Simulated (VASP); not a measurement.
Runs of VASP 6.6.1 on Ga. The structure is that of space group Im-3m (No. 229), or close to it. The cells are those of the table. This isn't the form of Ga at room conditions, which is orthorhombic.

```tsv
task	cell	gap on the mesh (eV)	pressure (GPa)
relaxation of cell and atoms	relaxed to 20 GPa from a = 2.693 Å, angles 109.5°, 1 atom	none	20.0
relaxation of cell and atoms	relaxed to 30 GPa from a = 2.693 Å, angles 109.5°, 1 atom	none	30.0
relaxation of cell and atoms	relaxed from a = 2.693 Å, angles 109.5°, 1 atom	none	0.1
relaxation of cell and atoms	relaxed to 10 GPa from a = 2.693 Å, angles 109.5°, 1 atom	none	10.0
single point	a = 2.750 Å, angles 109.5°, 1 atom	none	(a)
single point	a = 2.877 Å, angles 109.5°, 1 atom	none	0.1
single point	a = 2.674 Å, angles 109.5°, 1 atom	none	20.2
single point	a = 2.619 Å, angles 109.5°, 1 atom	none	30.4
```

Alike in all rows: level PBE+D3(BJ); potentials or basis VASP PAW PBE potentials, release 64 (Ga_d); no spin polarisation; k mesh 8 × 8 × 8; cutoff (eV) 500; smearing fermi-dirac 0.1 eV.

**Question.** Estimate the missing entries.

**Answer.** (a) 10.1.

Caveats: some runs use coarse meshes; the cell is relaxed towards a set pressure, so the run minimises the enthalpy, not the energy (at least some runs); the cell stands under pressure (at least some runs).

A k mesh can miss the band edges, and the runs leave out spin-orbit coupling on Ga.

A gap of «none» marks levels without a gap at the run's occupations.
